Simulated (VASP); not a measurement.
In3Sb, 4 atoms in the cell. The structure is cubic, space group Pm-3m (No. 221). The conventional cell has a = 4.319 Å, b = 4.319 Å, c = 4.319 Å, α = 90.00°, β = 90.00°, γ = 90.00°. Within 4.0 Å of Sb (site symmetry m-3m) lie 12 In at 3.05 Å. In (site symmetry 4/mmm) has 4 Sb at 3.05 Å and 8 In at 3.05 Å within 4.0 Å. 

```yaml
Program: VASP 6.6.1
Task: single point
Functional: LDA
Potentials_or_basis: VASP PAW LDA potentials, release 64 (Sb, In_d)
Cutoff: 520 eV
k_mesh: 4 × 4 × 4
Occupations: gaussian, width 0.02 eV
Spin: no spin polarisation
Dipole_correction: no
Further_INCAR_settings: ALGO = Normal; EDIFF = 1e-07; NBANDS = 30
```

Potentials or basis: VASP PAW LDA potentials, release 64 (Sb, In_d).

The run is started by

```bash
$ cat potpaw_LDA.64/Sb/POTCAR potpaw_LDA.64/In_d/POTCAR > POTCAR
$ mpirun -np 1 vasp_std > vasp.out
```

Hardware: 1 thread of Intel(R) Xeon(R) Platinum 8481C CPU @ 2.70GHz (Sapphire Rapids) (shared host).

Problem. How long does it take, and how much memory?

Solution. It took 8 s on 1 thread of Intel(R) Xeon(R) Platinum 8481C CPU @ 2.70GHz (Sapphire Rapids), on a shared host, peak memory 0.16 GiB. Counts: scf iterations 12, k points 10.
